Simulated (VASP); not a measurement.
# LiCl (Pm-3m) in VASP: further runs, part 2 of 2

VASP 6.6.1. Earlier steps stand in the parts before.

## Step 4: Single point, PBE

This run uses another cell than the first one, of 17.50 Å³/atom, 1.053 times its volume.

Input file INCAR:

```
SYSTEM = LiCl
ALGO     = Normal         ! electronic algorithm
EDIFF    = 1E-6           ! SCF threshold, eV
ENCUT    = 520            ! plane-wave cutoff, eV
GGA      = PE             ! functional
ISIF     = 2              ! what is computed and relaxed
ISMEAR   = 0              ! smearing method
LASPH    = .TRUE.         ! aspherical terms in the spheres
LCHARG   = .TRUE.         ! write CHGCAR
LELF     = .TRUE.         ! ELF
LREAL    = .FALSE.        ! projectors in reciprocal space
LVHAR    = .TRUE.       
LWAVE    = .FALSE.        ! write WAVECAR
NBANDS   = 12             ! bands
NELM     = 60             ! most SCF steps
PREC     = Accurate       ! precision mode
SIGMA    = 0.01           ! smearing width, eV
```

Input file KPOINTS:

```
k-points
0
G
  4 4 4
  0 0 0
```

Input file POSCAR:

```
LiCl
1.0
    3.2711235775      0.0000000000      0.0000000000
    0.0000000000      3.2711235775      0.0000000000
    0.0000000000      0.0000000000      3.2711235775
Li Cl
1 1
Direct
    0.0000000000      0.0000000000      0.0000000000
    0.5000000000      0.5000000000      0.5000000000
```

Potentials or basis: VASP PAW PBE potentials, release 64 (Li_sv, Cl).

Launch:

```
$ cat potpaw_PBE.64/Li_sv/POTCAR potpaw_PBE.64/Cl/POTCAR > POTCAR
$ mpirun -np 1 vasp_std > vasp.out
```

OUTCAR:

```text
SYSTEM = LiCl
   EDIFF = 1E-6
   ENCUT = 520
   GGA = PE
   ISIF = 2
   ISMEAR = 0
   LASPH = .TRUE.
   LREAL = .FALSE.
   NELM = 60
   PREC = Accurate

 ion  position               nearest neighbor table
   1  0.000  0.000  0.000-
   2  0.500  0.500  0.500-

  LATTYP: Found a simple cubic cell.
 ALAT       =     3.2711235775

  Lattice vectors:

 A1 = (   3.2711235775,   0.0000000000,   0.0000000000)
 A2 = (   0.0000000000,   3.2711235775,   0.0000000000)
 A3 = (   0.0000000000,   0.0000000000,   3.2711235775)

Analysis of symmetry for initial positions (statically):
=====================================================================
 Subroutine PRICEL returns:
 Original cell was already a primitive cell.

 Routine SETGRP: Setting up the symmetry group for a
 simple cubic supercell.

 Subroutine GETGRP returns: Found 48 space group operations
 (whereof 48 operations were pure point group operations)
 out of a pool of 48 trial point group operations.

The static configuration has the point symmetry O_h .

Analysis of symmetry for dynamics (positions and initial velocities):
=====================================================================
 Subroutine PRICEL returns:
 Original cell was already a primitive cell.

 Routine SETGRP: Setting up the symmetry group for a
 simple cubic supercell.

 Subroutine GETGRP returns: Found 48 space group operations
 (whereof 48 operations were pure point group operations)
 out of a pool of 48 trial point group operations.

The dynamic configuration has the point symmetry O_h .

 Subroutine INISYM returns: Found 48 space group operations
 (whereof 48 operations are pure point group operations),
 and found     1 'primitive' translations

----------------------------------------------------------------------------------------

                                     Primitive cell

  volume of cell :      35.0018

  direct lattice vectors                    reciprocal lattice vectors
     3.271123578  0.000000000  0.000000000     0.305705357  0.000000000  0.000000000
     0.000000000  3.271123578  0.000000000     0.000000000  0.305705357  0.000000000
     0.000000000  0.000000000  3.271123578     0.000000000  0.000000000  0.305705357

  length of vectors
     3.271123578  3.271123578  3.271123578     0.305705357  0.305705357  0.305705357

  position of ions in fractional coordinates (direct lattice)
     0.000000000  0.000000000  0.000000000
     0.500000000  0.500000000  0.500000000

  ion indices of the primitive-cell ions
   primitive index   ion index
                 1           1
                 2           2

----------------------------------------------------------------------------------------

 KPOINTS: k-points

Automatic generation of k-mesh.
 Grid dimensions read from file:
 generate k-points for:    4    4    4

 Generating k-lattice:

  Cartesian coordinates                     Fractional coordinates (reciprocal lattice)
     0.076426339  0.000000000  0.000000000     0.250000000  0.000000000  0.000000000
     0.000000000  0.076426339  0.000000000     0.000000000  0.250000000  0.000000000
     0.000000000  0.000000000  0.076426339     0.000000000  0.000000000  0.250000000

  Length of vectors
     0.076426339  0.076426339  0.076426339

  Shift w.r.t. Gamma in fractional coordinates (k-lattice)
     0.000000000  0.000000000  0.000000000

 Subroutine IBZKPT returns following result:
 ===========================================

 Found     10 irreducible k-points:

 Following reciprocal coordinates:
            Coordinates               Weight
  0.000000  0.000000  0.000000      1.000000
  0.250000  0.000000  0.000000      6.000000
  0.500000  0.000000  0.000000      3.000000
  0.250000  0.250000  0.000000     12.000000
  0.500000  0.250000  0.000000     12.000000
  0.500000  0.500000  0.000000      3.000000
  0.250000  0.250000  0.250000      8.000000
  0.500000  0.250000  0.250000     12.000000
  0.500000  0.500000  0.250000      6.000000
  0.500000  0.500000  0.500000      1.000000
   k-points           NKPTS =     10   k-points in BZ     NKDIM =     10   number of bands    NBANDS=     12
   number of dos      NEDOS =    301   number of ions     NIONS =      2
   total plane-waves  NPLWV =  13824
   dimension x,y,z NGX =    24 NGY =   24 NGZ =   24
   dimension x,y,z NGXF=    48 NGYF=   48 NGZF=   48
   ions per type =               1   1
   NGX,Y,Z   is equivalent  to a cutoff of  12.20, 12.20, 12.20 a.u.
   NGXF,Y,Z  is equivalent  to a cutoff of  24.39, 24.39, 24.39 a.u.
 SYSTEM =  LiCl
   PREC   = accura    normal or accurate (medium, high low for compatibility)
   ISTART =      0    job   : 0-new  1-cont  2-samecut
   ICHARG =      2    charge: 1-file 2-atom 10-const
   ISPIN  =      1    spin polarized calculation?
   LNONCOLLINEAR =      F non collinear calculations
   LSORBIT =      F    spin-orbit coupling
   LASPH  =      T    aspherical Exc in radial PAW
   ENCUT  =  520.0 eV  38.22 Ry    6.18 a.u.   6.08  6.08  6.08*2*pi/ulx,y,z
   NELM   =     60;   NELMIN=  2; NELMDL= -5     # of ELM steps
   EDIFF  = 0.1E-05   stopping-criterion for ELM
   LREAL  =      F    real-space projection
   EDIFFG = 0.1E-04   stopping-criterion for IOM
   NSW    =      0    number of steps for IOM
   IBRION =     -1    ionic relax: 0-MD 1-quasi-New 2-CG
   NFREE  =      0    steps in history (QN), initial steepest desc. (CG)
   ISIF   =      2    stress and relaxation
   ISYM   =      2    0-nonsym 1-usesym 2-fastsym
   POTIM  = 0.5000    time-step for ionic-motion
   TEBEG  =    0.0;   TEEND  =   0.0 temperature during run
   PSTRESS=    0.0 pullay stress
   NELECT =      10.0000    total number of electrons
   NUPDOWN=      -1.0000    fix difference up-down
   EMIN   =  10.00;   EMAX   =-10.00  energy-range for DOS
   EFERMI =   0.00;   METHOD = LEGACY
   ISMEAR =     0;   SIGMA  =   0.01  broadening in eV -4-tet -1-fermi 0-gaus
   EFERMI_NEDOS =   21; number of points for ismear=-14 and -15
   IALGO  =     38    algorithm
   IMIX   =      4    mixing-type and parameters
     AMIX     =   0.40;   BMIX     =  1.00
     AMIX_MAG =   1.60;   BMIX_MAG =  1.00
  volume/ion in A,a.u.               =      17.50       118.10
  Fermi-wavevector in a.u.,A,eV,Ry     =   1.078230  2.037558 15.817846  1.162579
  Thomas-Fermi vector in A             =   2.214163
   LORBIT       =      0    0 simple, 1 ext, 2 COOP (PROOUT), +10 PAW based schemes
   GGA     = PE    functional components
   LHFCALC =     F    Hartree Fock is set to
   AEXX    =    0.0000 exact exchange contribution
   IVDW    =     0    specifies the selected vdW correction
   LEPSILON=     F    determine dielectric tensor
   LRPA    =     F    only Hartree local field effects (RPA)
 non-spin polarized calculation
 Gauss-broadening in eV      SIGMA  =   0.01
  energy-cutoff  :      520.00
  volume of cell :       35.00
 maximum number of plane-waves:       968
   NGX = 13   NGY = 13   NGZ = 13

 number of electron      10.0000013 magnetization

 Free energy of the ion-electron system (eV)
  ---------------------------------------------------
  ext. energy  EPLUGINS =         0.00000000
  ---------------------------------------------------
  free energy    TOTEN  =        -6.80129184 eV

  energy without entropy =       -6.80129184  energy(sigma->0) =       -6.80129184

 E-fermi :   1.6507     XC(G=0):  -8.6108

 val. band max:        1.5698253466   @ k =   0.5000   0.5000   0.0000
 cond. band min:       5.9924629973   @ k =   0.0000   0.0000   0.0000
 fundamental gap:      4.4226376507
 Fermi energy:         1.6506686037

 k-point     1 :       0.0000    0.0000    0.0000
  band No.  band energies     occupation
      1     -43.7762      2.00000
      2     -12.6666      2.00000
      3       0.7516      2.00000
      4       0.7516      2.00000
      5       0.7516      2.00000
      6       5.9925      0.00000
      7      10.2517      0.00000
      8      10.2517      0.00000
      9      14.7609      0.00000
     10      14.7609      0.00000
     11      14.7609      0.00000
     12      18.5722      0.00000
[... 121 lines left out ...]
 k-point    10 :       0.5000    0.5000    0.5000
  band No.  band energies     occupation
      1     -43.7687      2.00000
      2     -11.1989      2.00000
      3      -0.9075      2.00000
      4      -0.9075      2.00000
      5      -0.9075      2.00000
      6       6.7418      0.00000
      7       6.7418      0.00000
      8       6.7418      0.00000
      9      13.5713      0.00000
     10      20.2128      0.00000
     11      20.2128      0.00000
     12      20.2128      0.00000

------------------------ aborting loop because EDIFF is reached ----------------------------------------

  FORCE on cell =-STRESS in cart. coord.  units (eV):
  Direction    XX          YY          ZZ          XY          YZ          ZX
  --------------------------------------------------------------------------------------
  -------------------------------------------------------------------------------------
  Total        0.1018809      0.1018809      0.1018809     -0.0000000     -0.0000000      0.0000000
  in kB        4.6635034      4.6635034      4.6635034     -0.0000000     -0.0000000      0.0000000
  external PRESSURE =       4.6635034 kB  Pullay stress =       0.0000000 kB

 VOLUME and BASIS-vectors are now :
 -----------------------------------------------------------------------------
  energy-cutoff  :      520.00
  volume of cell :       35.00
      direct lattice vectors                 reciprocal lattice vectors
     3.271123578  0.000000000  0.000000000     0.305705357  0.000000000  0.000000000
     0.000000000  3.271123578  0.000000000     0.000000000  0.305705357  0.000000000
     0.000000000  0.000000000  3.271123578     0.000000000  0.000000000  0.305705357

 POSITION                                       TOTAL-FORCE (eV/Angst)
 -----------------------------------------------------------------------------------
      0.00000      0.00000      0.00000         0.000000      0.000000      0.000000
      1.63556      1.63556      1.63556         0.000000      0.000000      0.000000
 -----------------------------------------------------------------------------------
    total drift:                                0.000000     -0.000000     -0.000000

  FREE ENERGIE OF THE ION-ELECTRON SYSTEM (eV)
  ---------------------------------------------------
  free  energy   TOTEN  =        -6.8012918353 eV

  energy  without entropy=       -6.8012918353  energy(sigma->0) =       -6.80129184
```

It took 3.3 s on 1 thread of Intel Xeon 8259CL, shared host; peak memory 0.13 GiB.

What came out:

* Free energy: -6.8013 eV
* Band gap on the k mesh: 4.42 eV, indirect (least direct gap 5.21 eV)

Caveat: the k points lie up to 0.48 Å⁻¹ apart; the cutoff is under 1.25 times the usual one of these potentials, so pressure, stress and relaxed cells hold a basis-set (Pulay) error. PBE gaps usually lie below the measured ones, often by a third to a half.

## Step 5: Single point, PBE (volume changed by +5%)

Input file INCAR:

```
PREC = Accurate
ENCUT = 520
EDIFF = 1E-6
ISMEAR = 0
SIGMA = 0.01
LREAL = False
LASPH = True
NELM = 80
ALGO = Normal
ISIF = 2
LWAVE = False
LCHARG = False
GGA = PE
NBANDS = 12
```

Input file KPOINTS:

```
regular mesh
0
Gamma
  4 4 4
```

Input file POSCAR:

```
LiCl
1.0
    3.3247580869      0.0000000000      0.0000000000
    0.0000000000      3.3247580869      0.0000000000
    0.0000000000      0.0000000000      3.3247580869
Li Cl
1 1
Direct
    0.0000000000      0.0000000000      0.0000000000
    0.5000000000      0.5000000000      0.5000000000
```

Launch:

```
$ cat potpaw_PBE.64/Li_sv/POTCAR potpaw_PBE.64/Cl/POTCAR > POTCAR
$ mpirun -np 1 vasp_std > vasp.out
```

It took 5.3 s on 1 thread of Intel Xeon 8259CL, shared host; peak memory 0.15 GiB.

Results (log left out):

```
Free energy            : -6.7989 eV
Band gap on the k mesh : 4.24 eV, indirect (least direct gap 4.99 eV)
```

Levels at points of the mesh, in eV from the valence-band top:
```csv
k point,band 2,band 3,band 4,band 5,band 6,band 7,band 8,band 9
"(0.00, 0.00, 0.00)",-14.01,-0.75,-0.75,-0.75,4.24,8.76,8.76,12.89
"(0.50, 0.00, 0.00)",-13.55,-3.68,-0.32,-0.32,5.76,9.16,10.15,10.15
"(0.50, 0.50, 0.00)",-13.10,-3.09,-3.09,0.00,5.26,9.59,9.59,10.55
"(0.50, 0.50, 0.50)",-12.70,-2.29,-2.29,-2.29,5.29,5.29,5.29,11.67
```

Caveat: the k points lie up to 0.47 Å⁻¹ apart; the cell differs from its parent crystal (volume changed by +5%); the cutoff is under 1.25 times the usual one of these potentials, so pressure, stress and relaxed cells hold a basis-set (Pulay) error. A k mesh can miss the band edges.

## Step 6: Single point, PBE (volume changed by +10%)

Input file INCAR:

```
SYSTEM = LiCl
ALGO     = Normal         ! electronic algorithm
EDIFF    = 1E-7           ! SCF threshold, eV
ENCUT    = 520            ! plane-wave cutoff, eV
GGA      = PE             ! functional
ISIF     = 2              ! what is computed and relaxed
ISMEAR   = 0              ! smearing method
LASPH    = .TRUE.         ! aspherical terms in the spheres
LCHARG   = .FALSE.        ! write CHGCAR
LREAL    = .FALSE.        ! projectors in reciprocal space
LWAVE    = .FALSE.        ! write WAVECAR
NBANDS   = 12             ! bands
NELM     = 60             ! most SCF steps
PREC     = Accurate       ! precision mode
SIGMA    = 0.01           ! smearing width, eV
```

Input file KPOINTS:

```
k-points
0
G
  4 4 4
  0 0 0
```

Input file POSCAR:

```
LiCl
1.0
    3.3767158242      0.0000000000      0.0000000000
    0.0000000000      3.3767158242      0.0000000000
    0.0000000000      0.0000000000      3.3767158242
Li Cl
1 1
Direct
    0.0000000000      0.0000000000      0.0000000000
    0.5000000000      0.5000000000      0.5000000000
```

Potentials or basis: VASP PAW PBE potentials, release 64 (Li_sv, Cl).

Launch:

```
$ cat potpaw_PBE.64/Li_sv/POTCAR potpaw_PBE.64/Cl/POTCAR > POTCAR
$ mpirun -np 1 vasp_std > vasp.out
```

OUTCAR:

```text
SYSTEM = LiCl
   EDIFF = 1E-7
   ENCUT = 520
   GGA = PE
   ISIF = 2
   ISMEAR = 0
   LASPH = .TRUE.
   LREAL = .FALSE.
   NELM = 60
   PREC = Accurate

 ion  position               nearest neighbor table
   1  0.000  0.000  0.000-
   2  0.500  0.500  0.500-

  LATTYP: Found a simple cubic cell.
 ALAT       =     3.3767158242

  Lattice vectors:

 A1 = (   3.3767158242,   0.0000000000,   0.0000000000)
 A2 = (   0.0000000000,   3.3767158242,   0.0000000000)
 A3 = (   0.0000000000,   0.0000000000,   3.3767158242)

Analysis of symmetry for initial positions (statically):
=====================================================================
 Subroutine PRICEL returns:
 Original cell was already a primitive cell.

 Routine SETGRP: Setting up the symmetry group for a
 simple cubic supercell.

 Subroutine GETGRP returns: Found 48 space group operations
 (whereof 48 operations were pure point group operations)
 out of a pool of 48 trial point group operations.

The static configuration has the point symmetry O_h .

[... 157 lines left out ...]
      1     -44.6263      2.00000
      2     -12.9974      2.00000
      3       0.1175      2.00000
      4       0.1175      2.00000
      5       0.1175      2.00000
      6       4.8847      0.00000
      7       9.6344      0.00000
      8       9.6344      0.00000
      9      13.4065      0.00000
     10      13.4065      0.00000
     11      13.4065      0.00000
     12      17.4548      0.00000
[... 121 lines left out ...]
 k-point    10 :       0.5000    0.5000    0.5000
  band No.  band energies     occupation
      1     -44.6215      2.00000
      2     -11.8354      2.00000
      3      -1.3230      2.00000
      4      -1.3230      2.00000
      5      -1.3230      2.00000
      6       6.1920      0.00000
      7       6.1920      0.00000
      8       6.1920      0.00000
      9      12.1581      0.00000
     10      18.3503      0.00000
     11      18.3503      0.00000
     12      18.3503      0.00000

------------------------ aborting loop because EDIFF is reached ----------------------------------------

  FORCE on cell =-STRESS in cart. coord.  units (eV):
  Direction    XX          YY          ZZ          XY          YZ          ZX
  --------------------------------------------------------------------------------------
  -------------------------------------------------------------------------------------
  Total       -0.5183492     -0.5183492     -0.5183492     -0.0000000     -0.0000000      0.0000000
  in kB      -21.5699682    -21.5699682    -21.5699682     -0.0000000     -0.0000000      0.0000000
  external PRESSURE =     -21.5699682 kB  Pullay stress =       0.0000000 kB

 VOLUME and BASIS-vectors are now :
 -----------------------------------------------------------------------------
  energy-cutoff  :      520.00
  volume of cell :       38.50
      direct lattice vectors                 reciprocal lattice vectors
     3.376715824  0.000000000  0.000000000     0.296145738  0.000000000  0.000000000
     0.000000000  3.376715824  0.000000000     0.000000000  0.296145738  0.000000000
     0.000000000  0.000000000  3.376715824     0.000000000  0.000000000  0.296145738

 POSITION                                       TOTAL-FORCE (eV/Angst)
 -----------------------------------------------------------------------------------
      0.00000      0.00000      0.00000         0.000000      0.000000      0.000000
      1.68836      1.68836      1.68836         0.000000      0.000000      0.000000
 -----------------------------------------------------------------------------------
    total drift:                               -0.000000      0.000000      0.000000

  FREE ENERGIE OF THE ION-ELECTRON SYSTEM (eV)
  ---------------------------------------------------
  free  energy   TOTEN  =        -6.7822632768 eV

  energy  without entropy=       -6.7822632768  energy(sigma->0) =       -6.78226328
```

It took 5.6 s on 1 thread of Intel Xeon 8259CL, shared host; peak memory 0.14 GiB.

Results:

| Quantity | Value |
| --- | --- |
| Free energy | -6.7823 eV |
| Band gap on the k mesh | 4.08 eV, indirect (least direct gap 4.77 eV) |

Levels at points of the mesh, in eV from the valence-band top:
```tsv
k point	band 2	band 3	band 4	band 5	band 6	band 7	band 8	band 9
(0.00, 0.00, 0.00)	-13.80	-0.69	-0.69	-0.69	4.08	8.83	8.83	12.60
(0.50, 0.00, 0.00)	-13.39	-3.44	-0.29	-0.29	5.69	8.84	10.09	10.09
(0.50, 0.50, 0.00)	-12.99	-2.88	-2.88	0.00	5.30	9.37	9.37	10.45
(0.50, 0.50, 0.50)	-12.64	-2.13	-2.13	-2.13	5.38	5.38	5.38	11.35
```

Caveat: the k points lie up to 0.47 Å⁻¹ apart; the cell differs from its parent crystal (volume changed by +10%); the cutoff is under 1.25 times the usual one of these potentials, so pressure, stress and relaxed cells hold a basis-set (Pulay) error. A k mesh can miss the band edges.

## Step 7: Summary

```csv
cell,gap on the mesh (eV)
"a = 3.216 Å, 2 atoms",4.63
"a = 3.158 Å, 2 atoms",4.86
"a = 3.271 Å, 2 atoms",4.42
"a = 3.325 Å, 2 atoms",4.24
"a = 3.377 Å, 2 atoms",4.08
```

Alike in all rows: task single point; level PBE; potentials or basis VASP PAW PBE potentials, release 64 (Li_sv, Cl); no spin polarisation; k mesh 4 × 4 × 4; cutoff (eV) 520; smearing gaussian 0.01 eV.

Caveats: all runs use coarse meshes; the cutoff is under 1.25 times the usual one of these potentials, so pressure, stress and relaxed cells hold a basis-set (Pulay) error.

Absolute energies hang on the potentials; compare differences alone.
